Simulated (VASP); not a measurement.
# Al (Cmcm) in VASP: notebook

The runs below take Al through single point, with PBE.

All numbers are computed with VASP 6.6.1; they aren't measurements. Logs are shortened: lines on timing, memory, paths and dates and some standing lists are left out, and cuts for length are marked.

### Step 1. The cell of the first run

The structure is orthorhombic, space group Cmcm (No. 63). Conventional cell: a = 3.235 Å, b = 4.697 Å, c = 4.697 Å, α = 90.00°, β = 90.00°, γ = 90.00°. Within 3.8 Å of Al (site symmetry m2m) lie 14 Al at 2.85 to 3.73 Å.

### Step 2. Single point, PBE (atoms displaced along a vibrational mode, the cell strained)

Input file INCAR:

```
SYSTEM = Al
PREC = Accurate
ENCUT = 520
EDIFF = 1E-7
ISMEAR = 0
SIGMA = 0.15
LREAL = .FALSE.
LASPH = .TRUE.
NELM = 100
ALGO = Fast
ISIF = 2
LWAVE = .FALSE.
LCHARG = .FALSE.
GGA = PE
NBANDS = 10
```

Input file KPOINTS:

```
Automatic mesh
0
G
  20 20 12
  0 0 0
```

Input file POSCAR:

```
Al
1.0
   -1.6606977635      1.6606977635      1.6175102401
    1.6606977635     -1.6606977635      1.6175102401
    3.3213955269      3.3213955269      0.0000000000
Al
2
Direct
    0.0586228248     -0.0586228248      0.0000000000
    0.4413771752      0.5586228248      0.5000000000
```

Potentials or basis: VASP PAW PBE potentials, release 64 (Al).

Launch:

```
cat potpaw_PBE.64/Al/POTCAR > POTCAR
mpirun -np 1 vasp_std > vasp.out
```

OUTCAR:

```text
SYSTEM = Al
   PREC = Accurate
   ENCUT = 520
   EDIFF = 1E-7
   ISMEAR = 0
   LREAL = .FALSE.
   LASPH = .TRUE.
   NELM = 100
   ISIF = 2
   GGA = PE

 ion  position               nearest neighbor table
   1  0.059  0.941  0.000-   2 2.90   2 2.90   2 2.90   2 2.90   2 2.96   2 2.96
   2  0.441  0.559  0.500-   1 2.90   1 2.90   1 2.90   1 2.90   1 2.96   1 2.96

  LATTYP: Found a base centered orthorhombic cell.
 ALAT       =     3.2350204802
 B/A-ratio  =     1.4519730645
 C/A-ratio  =     1.4519730644

  Lattice vectors:

 A1 = (  -1.6606977635,   1.6606977635,   1.6175102401)
 A2 = (   1.6606977635,  -1.6606977635,   1.6175102401)
 A3 = (   3.3213955269,   3.3213955269,   0.0000000000)

Analysis of symmetry for initial positions (statically):
=====================================================================
 Subroutine PRICEL returns:
 Original cell was already a primitive cell.

 Routine SETGRP: Setting up the symmetry group for a
 base centered orthorhombic supercell.

 Subroutine GETGRP returns: Found  8 space group operations
 (whereof  4 operations were pure point group operations)
 out of a pool of  8 trial point group operations.

The static configuration has the point symmetry C_2v.
 The point group associated with its full space group is D_2h.

Analysis of symmetry for dynamics (positions and initial velocities):
=====================================================================
 Subroutine PRICEL returns:
 Original cell was already a primitive cell.

 Routine SETGRP: Setting up the symmetry group for a
 base centered orthorhombic supercell.

 Subroutine GETGRP returns: Found  8 space group operations
 (whereof  4 operations were pure point group operations)
 out of a pool of  8 trial point group operations.

The dynamic configuration has the point symmetry C_2v.
 The point group associated with its full space group is D_2h.

 Subroutine INISYM returns: Found  8 space group operations
 (whereof  4 operations are pure point group operations),
 and found     1 'primitive' translations

----------------------------------------------------------------------------------------

                                     Primitive cell

  volume of cell :      35.6877

  direct lattice vectors                    reciprocal lattice vectors
    -1.660697763  1.660697763  1.617510240    -0.150539132  0.150539132  0.309117054
     1.660697763 -1.660697763  1.617510240     0.150539132 -0.150539132  0.309117054
     3.321395527  3.321395527  0.000000000     0.150539132  0.150539132  0.000000000

  length of vectors
     2.851696600  2.851696600  4.697162600     0.375336401  0.375336401  0.212894482

  position of ions in fractional coordinates (direct lattice)
     0.058622825  0.941377175  0.000000000
     0.441377175  0.558622825  0.500000000

  ion indices of the primitive-cell ions
   primitive index   ion index
                 1           1
                 2           2

----------------------------------------------------------------------------------------

 KPOINTS: Automatic mesh

Automatic generation of k-mesh.
 Grid dimensions read from file:
 generate k-points for:   20   20   12

 Generating k-lattice:

  Cartesian coordinates                     Fractional coordinates (reciprocal lattice)
    -0.007526957  0.007526957  0.015455853     0.050000000 -0.000000000  0.000000000
     0.007526957 -0.007526957  0.015455853    -0.000000000  0.050000000  0.000000000
     0.012544928  0.012544928  0.000000000     0.000000000  0.000000000  0.083333333

  Length of vectors
     0.018766820  0.018766820  0.017741207

  Shift w.r.t. Gamma in fractional coordinates (k-lattice)
     0.000000000  0.000000000  0.000000000

 Subroutine IBZKPT returns following result:
 ===========================================

 Found    777 irreducible k-points:

 Following reciprocal coordinates:
            Coordinates               Weight
  0.000000  0.000000  0.000000      1.000000
  0.050000  0.000000  0.000000      4.000000
  0.100000  0.000000  0.000000      4.000000
  0.150000  0.000000  0.000000      4.000000
  0.200000  0.000000  0.000000      4.000000
  0.250000  0.000000  0.000000      4.000000
[... 16 lines left out ...]
 -0.400000  0.050000  0.000000      4.000000
 -0.350000  0.050000  0.000000      4.000000
 [... further k-points ...]
   k-points           NKPTS =    777   k-points in BZ     NKDIM =    777   number of bands    NBANDS=     10
   number of dos      NEDOS =    301   number of ions     NIONS =      2
   total plane-waves  NPLWV =  20736
   dimension x,y,z NGX =    24 NGY =   24 NGZ =   36
   dimension x,y,z NGXF=    48 NGYF=   48 NGZF=   72
   ions per type =               2
   NGX,Y,Z   is equivalent  to a cutoff of  13.99, 13.99, 12.74 a.u.
   NGXF,Y,Z  is equivalent  to a cutoff of  27.98, 27.98, 25.48 a.u.
 SYSTEM =  Al
   PREC   = accura    normal or accurate (medium, high low for compatibility)
   ISTART =      0    job   : 0-new  1-cont  2-samecut
   ICHARG =      2    charge: 1-file 2-atom 10-const
   ISPIN  =      1    spin polarized calculation?
   LNONCOLLINEAR =      F non collinear calculations
   LSORBIT =      F    spin-orbit coupling
   LASPH  =      T    aspherical Exc in radial PAW
   ENCUT  =  520.0 eV  38.22 Ry    6.18 a.u.   5.30  5.30  8.73*2*pi/ulx,y,z
   NELM   =    100;   NELMIN=  2; NELMDL= -5     # of ELM steps
   EDIFF  = 0.1E-06   stopping-criterion for ELM
   LREAL  =      F    real-space projection
   EDIFFG = 0.1E-05   stopping-criterion for IOM
   NSW    =      0    number of steps for IOM
   IBRION =     -1    ionic relax: 0-MD 1-quasi-New 2-CG
   NFREE  =      0    steps in history (QN), initial steepest desc. (CG)
   ISIF   =      2    stress and relaxation
   ISYM   =      2    0-nonsym 1-usesym 2-fastsym
   POTIM  = 0.5000    time-step for ionic-motion
   TEBEG  =    0.0;   TEEND  =   0.0 temperature during run
   PSTRESS=    0.0 pullay stress
   NELECT =       6.0000    total number of electrons
   NUPDOWN=      -1.0000    fix difference up-down
   EMIN   =  10.00;   EMAX   =-10.00  energy-range for DOS
   EFERMI =   0.00;   METHOD = LEGACY
   ISMEAR =     0;   SIGMA  =   0.15  broadening in eV -4-tet -1-fermi 0-gaus
   EFERMI_NEDOS =   21; number of points for ismear=-14 and -15
   IALGO  =     68    algorithm
   IMIX   =      4    mixing-type and parameters
     AMIX     =   0.40;   BMIX     =  1.00
     AMIX_MAG =   1.60;   BMIX_MAG =  1.00
  volume/ion in A,a.u.               =      17.84       120.42
  Fermi-wavevector in a.u.,A,eV,Ry     =   0.903551  1.707463 11.107848  0.816404
  Thomas-Fermi vector in A             =   2.026890
   LORBIT       =      0    0 simple, 1 ext, 2 COOP (PROOUT), +10 PAW based schemes
   GGA     = PE    functional components
   LHFCALC =     F    Hartree Fock is set to
   AEXX    =    0.0000 exact exchange contribution
   IVDW    =     0    specifies the selected vdW correction
   LEPSILON=     F    determine dielectric tensor
   LRPA    =     F    only Hartree local field effects (RPA)
 non-spin polarized calculation
 RMM-DIIS sequential band-by-band and
 Gauss-broadening in eV      SIGMA  =   0.15
  energy-cutoff  :      520.00
  volume of cell :       35.69
 maximum number of plane-waves:       982
 NGX is ok and might be reduce to    24
   NGX = 11   NGY = 11   NGZ = 17

 number of electron       6.0000000 magnetization

 Free energy of the ion-electron system (eV)
  ---------------------------------------------------
  ext. energy  EPLUGINS =         0.00000000
  ---------------------------------------------------
  free energy    TOTEN  =        -7.34245437 eV

  energy without entropy =       -7.33230494  energy(sigma->0) =       -7.33737965

 E-fermi :   7.1703     XC(G=0):  -9.9159

 val. band max:        7.1699641044   @ k =   0.3000   0.2500   0.4167
 cond. band min:       7.1750149677   @ k =  -0.4000   0.3000   0.0833
 fundamental gap:      0.0050508633
 Fermi energy:         7.1703215666

 k-point     1 :       0.0000    0.0000    0.0000
  band No.  band energies     occupation
      1      -3.4016      2.00000
      2       3.0831      2.00000
      3       3.2673      2.00000
      4      15.1889      0.00000
      5      15.5990      0.00000
      6      16.7863      0.00000
      7      17.8891      0.00000
      8      20.0834      0.00000
      9      20.3183      0.00000
     10      20.8198      0.00000

 k-point     2 :       0.0500    0.0000    0.0000
  band No.  band energies     occupation
      1      -3.3495      2.00000
      2       3.1316      2.00000
      3       3.3187      2.00000
      4      14.2044      0.00000
      5      15.3685      0.00000
      6      17.3606      0.00000
      7      18.5034      0.00000
      8      19.6501      0.00000
      9      19.8171      0.00000
     10      19.9495      0.00000

 k-point     3 :       0.1000    0.0000    0.0000
  band No.  band energies     occupation
      1      -3.1933      2.00000
      2       3.2772      2.00000
      3       3.4726      2.00000
      4      12.6221      0.00000
      5      14.9712      0.00000
      6      18.0243      0.00000
      7      18.3798      0.00000
      8      18.4929      0.00000
      9      19.0000      0.00000
     10      20.3465      0.00000
[... 248 lines left out ...]
 k-point    23 :      -0.4000    0.0500    0.0000
  band No.  band energies     occupation
      1      -0.3461      2.00000
      2       4.3968      2.00000
      3       5.9469      2.00000
      4       6.3064      2.00000
      5      10.6246      0.00000
      6      10.8303      0.00000
      7      13.6090      0.00000
      8      15.9000      0.00000
      9      19.5854      0.00000
     10      19.6116      0.00000

 k-point    24 :      -0.3500    0.0500    0.0000
  band No.  band energies     occupation
      1      -1.0756      2.00000
      2       5.2621      2.00000
      3       5.3543      2.00000
      4       5.9109      2.00000
      5      11.8583      0.00000
      6      12.0119      0.00000
      7      14.0842      0.00000
      8      15.9492      0.00000
      9      20.0004      0.00000
     10      20.0343      0.00000

 [... further k-points ...]

------------------------ aborting loop because EDIFF is reached ----------------------------------------

  FORCE on cell =-STRESS in cart. coord.  units (eV):
  Direction    XX          YY          ZZ          XY          YZ          ZX
  --------------------------------------------------------------------------------------
  -------------------------------------------------------------------------------------
  Total       -0.6486792     -0.6486792     -1.0708058     -0.1553934      0.0000000      0.0000000
  in kB      -29.1220763    -29.1220763    -48.0732041     -6.9762974      0.0000000      0.0000000
  external PRESSURE =     -35.4391189 kB  Pullay stress =       0.0000000 kB

 VOLUME and BASIS-vectors are now :
 -----------------------------------------------------------------------------
  energy-cutoff  :      520.00
  volume of cell :       35.69
      direct lattice vectors                 reciprocal lattice vectors
    -1.660697763  1.660697763  1.617510240    -0.150539132  0.150539132  0.309117054
     1.660697763 -1.660697763  1.617510240     0.150539132 -0.150539132  0.309117054
     3.321395527  3.321395527  0.000000000     0.150539132  0.150539132  0.000000000

 POSITION                                       TOTAL-FORCE (eV/Angst)
 -----------------------------------------------------------------------------------
      1.46599     -1.46599      1.61751        -0.076922      0.076922      0.000000
      1.85541      1.46599      1.61751         0.076922     -0.076922      0.000000
 -----------------------------------------------------------------------------------
    total drift:                               -0.000000     -0.000000     -0.000000

  FREE ENERGIE OF THE ION-ELECTRON SYSTEM (eV)
  ---------------------------------------------------
  free  energy   TOTEN  =        -7.3424543724 eV

  energy  without entropy=       -7.3323049351  energy(sigma->0) =       -7.33737965
```

It took 1.9 min on 1 thread of Intel Xeon Platinum 8488C (Sapphire Rapids), shared host; peak memory 0.33 GiB.

What came out:

```
Free energy            : -7.3425 eV
Pressure               : -3.5 GPa
Largest force          : 0.109 eV/Å
Band gap on the k mesh : zero (bands 3 and 4 overlap by 8.27 eV)
```

Forces on the atoms (eV/Å):
```
Al  -0.077  0.077  0.000
Al   0.077 -0.077  0.000
```

Stress tensor (GPa, compression positive):
```
-2.91 -0.70  0.00
-0.70 -2.91  0.00
 0.00  0.00 -4.81
```

Levels at points of the mesh, in eV from the Fermi level:
```tsv
k point	band 1	band 2	band 3	band 4	band 5	band 6
(0.00, 0.00, 0.00)	-10.57	-4.09	-3.90	8.02	8.43	9.62
(0.50, 0.00, 0.00)	-5.65	-5.24	0.36	1.01	1.21	1.25
(0.50, 0.50, 0.00)	-4.10	-3.94	1.74	1.88	2.26	2.63
(0.00, 0.00, 0.50)	-8.90	-8.90	3.86	3.86	9.35	9.35
(0.50, 0.00, 0.50)	-4.06	-4.06	-3.58	-3.58	7.71	7.71
(0.50, 0.50, 0.50)	-2.77	-2.77	-1.99	-1.99	3.75	3.75
```

Caveat: the cell differs from its parent crystal (atoms displaced along a vibrational mode, the cell strained); the cell stands under tension.

### Step 3. Single point, PBE (atoms displaced along a vibrational mode, the cell strained)

INCAR: that of step 2 with these lines changed.

```diff
@@ -8,3 +8,3 @@
 LASPH = .TRUE.
-NELM = 100
+NELM = 80
 ALGO = Fast
```

Input file KPOINTS:

```
regular mesh
0
G
  20 20 12
  0 0 0
```

Input file POSCAR:

```
Al
1.0
   -1.6606977635      1.6606977635      1.6175102401
    1.6606977635     -1.6606977635      1.6175102401
    3.3213955269      3.3213955269      0.0000000000
Al
2
Direct
    0.0390818832     -0.0390818832      0.0000000000
    0.4609181168      0.5390818832      0.5000000000
```

Potentials or basis: VASP PAW PBE potentials, release 64 (Al).

Launch:

```
cat potpaw_PBE.64/Al/POTCAR > POTCAR
mpirun -np 1 vasp_std > vasp.out
```

It took 1.7 min on 1 thread of Intel Xeon Platinum 8488C (Sapphire Rapids), shared host; peak memory 0.33 GiB.

It converged, with:

| Quantity | Value |
| --- | --- |
| Free energy | -7.3182 eV |
| Pressure | -3.5 GPa |
| Largest force | 0.141 eV/Å |
| Band gap on the k mesh | zero (bands 3 and 4 overlap by 8.32 eV) |

Forces on the atoms (eV/Å):
```
Al  -0.100  0.100  0.000
Al   0.100 -0.100  0.000
```

Stress tensor (GPa, compression positive):
```
-3.07 -0.39  0.00
-0.39 -3.07  0.00
 0.00  0.00 -4.29
```

Levels at points of the mesh, in eV from the Fermi level:
| k point | band 1 | band 2 | band 3 | band 4 | band 5 | band 6 |
| --- | --- | --- | --- | --- | --- | --- |
| (0.00, 0.00, 0.00) | -10.58 | -4.09 | -3.91 | 7.97 | 8.45 | 9.74 |
| (0.50, 0.00, 0.00) | -5.58 | -5.31 | 0.50 | 1.04 | 1.08 | 1.18 |
| (0.50, 0.50, 0.00) | -4.09 | -3.93 | 1.63 | 1.69 | 2.24 | 2.82 |
| (0.00, 0.00, 0.50) | -8.91 | -8.91 | 3.86 | 3.86 | 9.31 | 9.31 |
| (0.50, 0.00, 0.50) | -4.01 | -4.01 | -3.63 | -3.63 | 7.57 | 7.57 |
| (0.50, 0.50, 0.50) | -2.68 | -2.68 | -2.11 | -2.11 | 3.73 | 3.73 |

Caveat: the cell differs from its parent crystal (atoms displaced along a vibrational mode, the cell strained); the cell stands under tension.
